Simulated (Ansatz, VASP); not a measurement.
**SrCl2: VASP beside Ansatz**

File INCAR:

```
ALGO = Normal
EDIFF = 1E-6
ENCUT = 500
GGA = CA
GGA_COMPAT = F
ISIF = 2
ISMEAR = 0
LASPH = T
LCHARG = F
LREAL = F
LWAVE = F
NBANDS = 19
NELM = 120
PREC = Accurate
SIGMA = 0.01
```

KPOINTS

```
k-points
0
Gamma
  4 4 4
```

The input POSCAR:

```
SrCl2
1.0
    2.4567214836      1.4183888098      4.0153159317
   -2.4567214836      1.4183888098      4.0153159317
    0.0000000000     -2.8367776197      4.0153159316
Sr Cl
1 2
Direct
    0.0000000000      0.0000000000      0.0000000000
    0.2499511381      0.2499511381      0.2499511381
    0.7500488619      0.7500488619      0.7500488619
```

Input for Ansatz:

```yaml
crystal:
  lattice:
    - [2.4567214836, 1.4183888098, 4.0153159317]
    - [-2.4567214836, 1.4183888098, 4.0153159317]
    - [0.0, -2.8367776197, 4.0153159316]
  atoms:
    - { symbol: Sr, position: [0.0, 0.0, 0.0] }
    - { symbol: Cl, position: [0.2499511381, 0.2499511381, 0.2499511381] }
    - { symbol: Cl, position: [0.7500488619, 0.7500488619, 0.7500488619] }
kpoints:
  mp_grid: { grid: [4, 4, 4] }
hamiltonian:
  xc: lda
scf:
  occupations: { method: fixed }
  n_extra_bands: 4
output:
  forces: true
  stress: true
  eigenvalues: true
```

Alike in both runs: task single point; functional LDA; k mesh 4 × 4 × 4; no spin polarisation.

|  | VASP | Ansatz |
| --- | --- | --- |
| version | VASP 6.6.1 | Ansatz 0.2.0 |
| potentials or method | VASP PAW LDA potentials, release 64 (Sr_sv, Cl) | plane waves |
| plane-wave cutoff (eV) | 500 | 420 |
| occupations | gaussian, width 0.01 eV | fixed |
| valence electrons in the cell | 24 | 24 |

Ansatz gave:

| Item | Value |
| --- | --- |
| gap on the k mesh at the Fermi level (eV) | 4.92 |
| pressure (GPa) | -2.5 |

Task: What did VASP give for the same quantities?

Result: gap on the k mesh at the Fermi level (eV): 4.93; pressure (GPa): -2.4.

LDA's correlation is that of Perdew and Zunger in VASP and of Perdew and Wang (1992) in Ansatz.
